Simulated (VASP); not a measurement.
# Pt: single point with PBEsol

Pt:

```
Pt
1.0
     0.00000    1.95892    1.95892
     1.95892    0.00000    1.95892
     1.95892    1.95892    0.00000
Pt
1
Direct
  0.00000 0.00000 0.00000
```

| Quantity | Value |
| --- | --- |
| Program | VASP 6.6.1 |
| Task | single point |
| Functional | PBEsol |
| Potentials or basis | VASP PAW PBE potentials, release 64 (Pt) |
| Cutoff | 500 eV |
| k mesh | 18 × 18 × 18 |
| Occupations | gaussian, width 0.1 eV |
| Spin | no spin polarisation |
| Dipole correction | no |
| Further INCAR settings | ALGO = Normal; EDIFF = 1e-06; NBANDS = 11 |

```
Pressure               : -0.4 GPa
Band gap on the k mesh : zero (bands 5 and 6 overlap by 2.24 eV)
```

Levels at points of the mesh, in eV from the Fermi level:
```
           k point  band 1  band 2  band 3  band 4  band 5  band 6  band 7  band 8  band 9  band 10
(0.00, 0.00, 0.00)  -10.33   -3.83   -3.83   -3.83   -1.64   -1.64   14.61   19.59   19.59    19.59
(0.50, 0.00, 0.00)   -7.41   -3.89   -3.89   -0.56    0.04    0.04    5.82   14.17   18.96    18.96
(0.50, 0.50, 0.00)   -7.15   -6.68    0.02    0.49    0.49    1.70    8.86   11.34   11.34    20.13
```

Run time: 9.5 s on 1 thread of Intel(R) Xeon(R) 6975P-C (Granite Rapids), with other jobs on the host, peak memory 0.14 GiB.

Caveat: the PAW data sets were made with another functional, which shifts forces and pressure a little; spin-orbit coupling is left out, which moves the levels of the heavy elements.
